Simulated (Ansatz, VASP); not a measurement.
**One calculation of Sb, two programs**

File INCAR:

```
PREC = Accurate ; ENCUT = 600
EDIFF = 1E-6 ; ISMEAR = 0
SIGMA = 0.1 ; LREAL = False
LASPH = True ; NELM = 100
ALGO = Normal ; ISIF = 3
LWAVE = False ; LCHARG = False
GGA = PE ; IBRION = 2
NSW = 100 ; EDIFFG = -0.01
```

Contents of KPOINTS:

```
regular mesh
0
Gamma
  18 18 18
```

POSCAR

```
Sb
1.0
    3.0934049367      0.0000000000      0.0000000000
    0.0000000000      3.0934049367      0.0000000000
    0.0000000000      0.0000000000      3.1868007093
Sb
1
Direct
    0.5000000000      0.5000000000      0.5000000000
```

Input for Ansatz:

```yaml
crystal:
  lattice:
    - [3.0934049367, 0.0, 0.0]
    - [0.0, 3.0934049367, 0.0]
    - [0.0, 0.0, 3.1868007093]
  atoms:
    - { symbol: Sb, position: [0.5, 0.5, 0.5] }
basis:
  ecutwfc: 420
kpoints:
  mp_grid: { grid: [18, 18, 18] }
hamiltonian:
  xc: pbe
scf:
  occupations: { method: gaussian, width: 0.1 }
output:
  forces: true
  stress: true
  eigenvalues: true
relax:
  adjacent_minimum: "off"
  f_tol: 0.01
  max_steps: 80
  cell: { stress_tol: 0.05 }
```

Alike in both runs: task relaxation of cell and atoms; functional PBE; k mesh 18 × 18 × 18; occupations gaussian, width 0.1 eV; no spin polarisation.

```csv
,VASP,Ansatz
version,VASP 6.6.1,Ansatz 0.2.0
potentials or method,"VASP PAW PBE potentials, release 64 (Sb), cutoff 600 eV","scalar-relativistic, plane waves, PAW"
valence electrons in the cell,5,15
```

Ansatz gave:

```
gap on the k mesh at the Fermi level, each at its own relaxed structure (eV) : none
relaxed volume (Å³/atom)                                                     : 30.07
relaxed cell length with the largest relative difference (Å)                 : 3.109
```

Task: What did VASP give for the same quantities?

Result: gap on the k mesh at the Fermi level, each at its own relaxed structure (eV): none; relaxed volume (Å³/atom): 30.04; relaxed cell length with the largest relative difference (Å): 3.108.

A gap of «none» marks a metal or a gap that the smearing closes. VASP's potentials hold 5 valence electrons a cell and Ansatz's 15, so a difference there can come from the potentials and not from the codes.

Spin-orbit coupling is off throughout.
